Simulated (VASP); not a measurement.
Input of a VASP 6.6.1 run:

Contents of INCAR:

```
ALGO = Normal
EDIFF = 1E-6
ENCUT = 520
GGA = PS
ISIF = 2
ISMEAR = 0
LASPH = True
LCHARG = True
LELF = True
LREAL = False
LVHAR = True
LWAVE = False
NBANDS = 12
NELM = 60
PREC = Accurate
SIGMA = 0.1
```

File KPOINTS:

```
Automatic mesh
0
Gamma
  12 12 12
  0.5 0.5 0.5
```

The input POSCAR:

```
Cu
1.0
   -1.4427933200      1.4427933200      1.3760814500
    1.4427933200     -1.4427933200      1.3760814500
    1.4427933200      1.4427933200     -1.3760814500
Cu
1
Direct
    0.0000000000      0.0000000000      0.0000000000
```

Potentials or basis: VASP PAW PBE potentials, release 64 (Cu).

Command:

```bash
$ cat potpaw_PBE.64/Cu/POTCAR > POTCAR
$ mpirun -np 1 vasp_std > vasp.out
```

Task: What does it give for the pressure?

Result: -0.6 GPa.

Stress tensor (GPa, compression positive):
```
-0.32  0.00  0.00
 0.00 -0.32  0.00
 0.00  0.00 -1.20
```

Caveat: the PAW data sets were made with another functional, which shifts forces and pressure a little.
